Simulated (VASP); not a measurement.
# W12CO in VASP: single point with PBE+D3(BJ)

Aim: the single point of W12CO with PBE+D3(BJ).

Program: VASP 6.6.1. These are calculated values, not measurements. Logs are shortened: lines on timing, memory, paths and dates and some standing lists are left out, and cuts for length are marked.

**1. The cell of the first run**

The cell holds a slab with vacuum, 14 atoms: a = 5.472 Å, b = 5.472 Å, c = 23.413 Å, α = 90.00°, β = 90.00°, γ = 109.47°.

**2. Single point, PBE+D3(BJ)**

Input file INCAR:

```
SYSTEM = W12CO
PREC = Accurate
ENCUT = 520
EDIFF = 1E-6
ISMEAR = 0
SIGMA = 0.1
LREAL = .False.
LASPH = .True.
NELM = 80
ALGO = Normal
ISIF = 2
LWAVE = .False.
LCHARG = .False.
LDIPOL = .True.
IDIPOL = 3
DIPOL = 0.5 0.5 0.305
GGA = PE
IVDW = 12
NBANDS = 102
```

Input file KPOINTS:

```
Automatic mesh
0
Gamma
  5 5 1
  0 0 0
```

Input file POSCAR:

```
W12CO
1.0
    5.4724694858      0.0000000000      0.0000000000
   -1.8241564953      5.1594937110      0.0000000000
    0.0000000000      0.0000000000     23.4132206217
W O C
12 1 1
Direct
    0.2500000000      0.2500000000      0.1708436470
    0.2500000000      0.7500000000      0.1708436470
    0.7500000000      0.2500000000      0.1708436470
    0.7500000000      0.7500000000      0.1708436470
    0.0000000000      0.0000000000      0.2640140555
    0.0000000000      0.5000000000      0.2640140555
    0.5000000000      0.0000000000      0.2640140555
    0.5000000000      0.5000000000      0.2640140555
    0.2500000000      0.2500000000      0.3572007780
    0.2500000000      0.7500000000      0.3572007780
    0.7500000000      0.2500000000      0.3572007780
    0.7500000000      0.7500000000      0.3572007780
    0.4166666667      0.4166666667      0.5237733339
    0.4166666667      0.4166666667      0.5728908824
```

Potentials or basis: VASP PAW PBE potentials, release 64 (W_sv, O, C).

On the command line:

```console
$ cat potpaw_PBE.64/W_sv/POTCAR potpaw_PBE.64/O/POTCAR potpaw_PBE.64/C/POTCAR > POTCAR
$ mpirun -np 1 vasp_std > vasp.out
```

OUTCAR:

```text
SYSTEM = W12CO
   PREC = Accurate
   ENCUT = 520
   EDIFF = 1E-6
   ISMEAR = 0
   LREAL = .False.
   LASPH = .True.
   NELM = 80
   ISIF = 2
   GGA = PE
   IVDW = 12
 IVDW          = 12

 ion  position               nearest neighbor table
   1  0.250  0.250  0.171-   5 2.69   8 2.69   3 2.74   3 2.74   2 2.74   2 2.74   7 3.12   6 3.12
                             4 3.16   4 3.16
   2  0.250  0.750  0.171-   6 2.69   7 2.69   4 2.74   4 2.74   1 2.74   1 2.74   5 3.12   8 3.12
                             3 3.16   3 3.16
   3  0.750  0.250  0.171-   6 2.69   7 2.69   1 2.74   1 2.74   4 2.74   4 2.74   5 3.12   8 3.12
                             2 3.16   2 3.16
   4  0.750  0.750  0.171-   5 2.69   8 2.69   2 2.74   2 2.74   3 2.74   3 2.74   7 3.12   6 3.12
                             1 3.16   1 3.16
   5  0.000  0.000  0.264-   1 2.69   4 2.69   9 2.69  12 2.69   7 2.74   7 2.74   6 2.74   6 2.74
                             3 3.12   2 3.12  11 3.12  10 3.12   8 3.16   8 3.16
   6  0.000  0.500  0.264-   2 2.69   3 2.69  10 2.69  11 2.69   8 2.74   8 2.74   5 2.74   5 2.74
                             1 3.12   4 3.12   9 3.12  12 3.12   7 3.16   7 3.16
   7  0.500  0.000  0.264-   2 2.69   3 2.69  10 2.69  11 2.69   5 2.74   5 2.74   8 2.74   8 2.74
                             1 3.12   4 3.12   9 3.12  12 3.12   6 3.16   6 3.16
   8  0.500  0.500  0.264-   1 2.69   4 2.69   9 2.69  12 2.69   6 2.74   6 2.74   7 2.74   7 2.74
                             3 3.12   2 3.12  11 3.12  10 3.12   5 3.16   5 3.16
   9  0.250  0.250  0.357-   5 2.69   8 2.69  11 2.74  11 2.74  10 2.74  10 2.74   7 3.12   6 3.12
                            12 3.16  12 3.16
  10  0.250  0.750  0.357-   6 2.69   7 2.69  12 2.74  12 2.74   9 2.74   9 2.74   5 3.12   8 3.12
                            11 3.16  11 3.16
  11  0.750  0.250  0.357-   6 2.69   7 2.69   9 2.74   9 2.74  12 2.74  12 2.74   5 3.12   8 3.12
                            10 3.16  10 3.16
  12  0.750  0.750  0.357-   5 2.69   8 2.69  10 2.74  10 2.74  11 2.74  11 2.74   7 3.12   6 3.12
                             9 3.16   9 3.16
  13  0.417  0.417  0.524-  14 1.15
  14  0.417  0.417  0.573-  13 1.15

  LATTYP: Found a base centered orthorhombic cell.
 ALAT       =     6.3190634615
 B/A-ratio  =     1.4142135624
 C/A-ratio  =     3.7051725725

  Lattice vectors:

 A1 = (   5.4724694858,   0.0000000000,   0.0000000000)
 A2 = (  -1.8241564953,   5.1594937110,   0.0000000000)
 A3 = (   0.0000000000,   0.0000000000,  23.4132206217)

Analysis of symmetry for initial positions (statically):
=====================================================================
 Subroutine PRICEL returns:
 Original cell was already a primitive cell.

 Routine SETGRP: Setting up the symmetry group for a
 base centered orthorhombic supercell.

 Subroutine GETGRP returns: Found  2 space group operations
 (whereof  2 operations were pure point group operations)
 out of a pool of  8 trial point group operations.

The static configuration has the point symmetry C_1h.

Analysis of symmetry for dynamics (positions and initial velocities):
=====================================================================
 Subroutine PRICEL returns:
 Original cell was already a primitive cell.

 Routine SETGRP: Setting up the symmetry group for a
 base centered orthorhombic supercell.

 Subroutine GETGRP returns: Found  2 space group operations
 (whereof  2 operations were pure point group operations)
 out of a pool of  8 trial point group operations.

The dynamic configuration has the point symmetry C_1h.

 Subroutine INISYM returns: Found  2 space group operations
 (whereof  2 operations are pure point group operations),
 and found     1 'primitive' translations

----------------------------------------------------------------------------------------

                                     Primitive cell

  volume of cell :     661.0763

  direct lattice vectors                    reciprocal lattice vectors
     5.472469486  0.000000000  0.000000000     0.182732860  0.064605822  0.000000000
    -1.824156495  5.159493711  0.000000000     0.000000000  0.193817467  0.000000000
     0.000000000  0.000000000 23.413220622     0.000000000  0.000000000  0.042710912

  length of vectors
     5.472469486  5.472469486 23.413220622     0.193817467  0.193817467  0.042710912

  position of ions in fractional coordinates (direct lattice)
     0.250000000  0.250000000  0.170843647
     0.250000000  0.750000000  0.170843647
[... 59 lines left out ...]
  0.200000 -0.000000  0.000000      4.000000
  0.400000 -0.000000  0.000000      4.000000
  0.200000  0.200000  0.000000      2.000000
  0.400000  0.200000  0.000000      4.000000
 -0.400000  0.200000  0.000000      4.000000
 -0.200000  0.200000  0.000000      2.000000
  0.400000  0.400000  0.000000      2.000000
 -0.400000  0.400000  0.000000      2.000000
   k-points           NKPTS =      9   k-points in BZ     NKDIM =      9   number of bands    NBANDS=    102
   number of dos      NEDOS =    301   number of ions     NIONS =     14
   total plane-waves  NPLWV = 317520
   dimension x,y,z NGX =    42 NGY =   42 NGZ =  180
   dimension x,y,z NGXF=    84 NGYF=   84 NGZF=  360
   ions per type =              12   1   1
   NGX,Y,Z   is equivalent  to a cutoff of  12.76, 12.76, 12.78 a.u.
   NGXF,Y,Z  is equivalent  to a cutoff of  25.52, 25.52, 25.56 a.u.
 SYSTEM =  W12CO
   PREC   = accura    normal or accurate (medium, high low for compatibility)
   ISTART =      0    job   : 0-new  1-cont  2-samecut
   ICHARG =      2    charge: 1-file 2-atom 10-const
   ISPIN  =      1    spin polarized calculation?
   LNONCOLLINEAR =      F non collinear calculations
   LSORBIT =      F    spin-orbit coupling
   LASPH  =      T    aspherical Exc in radial PAW
   ENCUT  =  520.0 eV  38.22 Ry    6.18 a.u.  10.18 10.18 43.53*2*pi/ulx,y,z
   NELM   =     80;   NELMIN=  2; NELMDL= -5     # of ELM steps
   EDIFF  = 0.1E-05   stopping-criterion for ELM
   LREAL  =      F    real-space projection
   EDIFFG = 0.1E-04   stopping-criterion for IOM
   NSW    =      0    number of steps for IOM
   IBRION =     -1    ionic relax: 0-MD 1-quasi-New 2-CG
   NFREE  =      0    steps in history (QN), initial steepest desc. (CG)
   ISIF   =      2    stress and relaxation
   ISYM   =      2    0-nonsym 1-usesym 2-fastsym
   POTIM  = 0.5000    time-step for ionic-motion
   TEBEG  =    0.0;   TEEND  =   0.0 temperature during run
   PSTRESS=    0.0 pullay stress
   NELECT =     178.0000    total number of electrons
   NUPDOWN=      -1.0000    fix difference up-down
   EMIN   =  10.00;   EMAX   =-10.00  energy-range for DOS
   EFERMI =   0.00;   METHOD = LEGACY
   ISMEAR =     0;   SIGMA  =   0.10  broadening in eV -4-tet -1-fermi 0-gaus
   EFERMI_NEDOS =   21; number of points for ismear=-14 and -15
   IALGO  =     38    algorithm
   IMIX   =      4    mixing-type and parameters
     AMIX     =   0.40;   BMIX     =  1.00
     AMIX_MAG =   1.60;   BMIX_MAG =  1.00
  volume/ion in A,a.u.               =      47.22       318.65
  Fermi-wavevector in a.u.,A,eV,Ry     =   1.057136  1.997698 15.205015  1.117537
  Thomas-Fermi vector in A             =   2.192398
   LORBIT       =      0    0 simple, 1 ext, 2 COOP (PROOUT), +10 PAW based schemes
   GGA     = PE    functional components
   LHFCALC =     F    Hartree Fock is set to
   AEXX    =    0.0000 exact exchange contribution
   IVDW    =    12    specifies the selected vdW correction
   LEPSILON=     F    determine dielectric tensor
   LRPA    =     F    only Hartree local field effects (RPA)
 non-spin polarized calculation
 Gauss-broadening in eV      SIGMA  =   0.10
  energy-cutoff  :      520.00
  volume of cell :      661.08
 maximum number of plane-waves:     17825
 NGX is ok and might be reduce to    42
   NGX = 21   NGY = 21   NGZ = 87

 dipolmoment           0.000000      0.000000     -0.001242 electrons x Angstroem

 number of electron     178.0000030 magnetization

 dipolmoment           0.000000      0.000000      0.016067 electrons x Angstroem

 Free energy of the ion-electron system (eV)
  ---------------------------------------------------
  ext. energy  EPLUGINS =         0.00000000
  ---------------------------------------------------
  free energy    TOTEN  =      -158.36577799 eV

  energy without entropy =     -158.29637852  energy(sigma->0) =     -158.33107825

 E-fermi :   0.1449     XC(G=0):  -5.3612

 val. band max:        0.1196136693   @ k =   0.0000   0.0000   0.0000
 cond. band min:       0.1563989034   @ k =  -0.4000   0.2000   0.0000
 fundamental gap:      0.0367852341
 Fermi energy:         0.1449051718

 k-point     1 :       0.0000    0.0000    0.0000
  band No.  band energies     occupation
      1     -73.9971      2.00000
      2     -73.9115      2.00000
      3     -73.9114      2.00000
      4     -73.8695      2.00000
      5     -73.7833      2.00000
      6     -73.7669      2.00000
[... 925 lines left out ...]
    100       1.3397      0.00000
    101       1.4645      0.00000
 [bands above 101 left out]

------------------------ aborting loop because EDIFF is reached ----------------------------------------

 vacuum level on the upper side and lower side of the slab       (xc-potential included)         0.044        -0.056

 Edisp (eV)   -5.40221

 E8    (eV) :    -2.8682

  FORCE on cell =-STRESS in cart. coord.  units (eV):
  Direction    XX          YY          ZZ          XY          YZ          ZX
  --------------------------------------------------------------------------------------
  -------------------------------------------------------------------------------------
  Total     -11.42993   -14.41630    -0.85711    -4.22336    -0.01497    -0.01058
  in kB     -27.70145   -34.93918    -2.07729   -10.23569    -0.03628    -0.02565
  external pressure =      -21.57 kB  Pullay stress =        0.00 kB

 VOLUME and BASIS-vectors are now :
 -----------------------------------------------------------------------------
  energy-cutoff  :      520.00
  volume of cell :      661.08
      direct lattice vectors                 reciprocal lattice vectors
     5.472469486  0.000000000  0.000000000     0.182732860  0.064605822  0.000000000
    -1.824156495  5.159493711  0.000000000     0.000000000  0.193817467  0.000000000
     0.000000000  0.000000000 23.413220622     0.000000000  0.000000000  0.042710912

 POSITION                                       TOTAL-FORCE (eV/Angst)
 -----------------------------------------------------------------------------------
      0.91208      1.28987      4.00000         0.001866      0.002639     -0.024340
     -0.00000      3.86962      4.00000         0.000279     -0.000962     -0.023977
      3.64831      1.28987      4.00000        -0.001000     -0.000058     -0.023977
      2.73623      3.86962      4.00000        -0.001216     -0.001720     -0.023348
      0.00000      0.00000      6.18142        -0.000917     -0.001297      0.020265
     -0.91208      2.57975      6.18142         0.000788      0.000529      0.004600
      2.73623      0.00000      6.18142         0.000236      0.000920      0.004600
      1.82416      2.57975      6.18142        -0.000465     -0.000657      0.001789
      0.91208      1.28987      8.36322         0.005069      0.007169      0.043436
     -0.00000      3.86962      8.36322         0.002581     -0.000885      0.015638
      3.64831      1.28987      8.36322        -0.001695      0.002138      0.015638
      2.73623      3.86962      8.36322        -0.002155     -0.003048      0.022972
      1.52013      2.14979     12.26322        -0.004475     -0.006329      0.701266
      1.52013      2.14979     13.41322         0.001104      0.001561     -0.734562
 -----------------------------------------------------------------------------------
    total drift:                                0.000006      0.000009      0.000337

  FREE ENERGIE OF THE ION-ELECTRON SYSTEM (eV)
  ---------------------------------------------------
  free  energy   TOTEN  =      -163.7679888156 eV

  energy  without entropy=     -163.6985893392  energy(sigma->0) =     -163.73328908

 vacuum level on the upper side and lower side of the slab         5.093         4.991
```

Wall time 47 min (1 thread of Intel Xeon 8259CL, shared host); peak memory 0.91 GiB.

What came out:

```
Free energy                : -163.7680 eV
Largest force              : 0.735 eV/Å
Band gap on the k mesh     : zero (bands 89 and 90 overlap by 1.19 eV)
Dispersion energy per atom : -0.386 eV
```

Forces in eV/Å, atoms in the order of the input:
```
W    0.002  0.003 -0.024
W    0.000 -0.001 -0.024
W   -0.001  0.000 -0.024
W   -0.001 -0.002 -0.023
W   -0.001 -0.001  0.020
W    0.001  0.001  0.005
W    0.000  0.001  0.005
W    0.000 -0.001  0.002
W    0.005  0.007  0.043
W    0.003 -0.001  0.016
W   -0.002  0.002  0.016
W   -0.002 -0.003  0.023
O   -0.004 -0.006  0.701
C    0.001  0.002 -0.735
```

Levels at points of the mesh, in eV from the Fermi level:
| k point | band 85 | band 86 | band 87 | band 88 | band 89 | band 90 | band 91 | band 92 | band 93 | band 94 |
| --- | --- | --- | --- | --- | --- | --- | --- | --- | --- | --- |
| (0.00, 0.00, 0.00) | 0.04 | 0.04 | 0.38 | 0.73 | 0.74 | 1.45 | 1.45 | 1.54 | 1.54 | 1.55 |

Caveat: spin-orbit coupling is left out, which moves the levels of the heavy elements.

The gap in the log of VASP goes by the Fermi energy; the results here count the filled bands.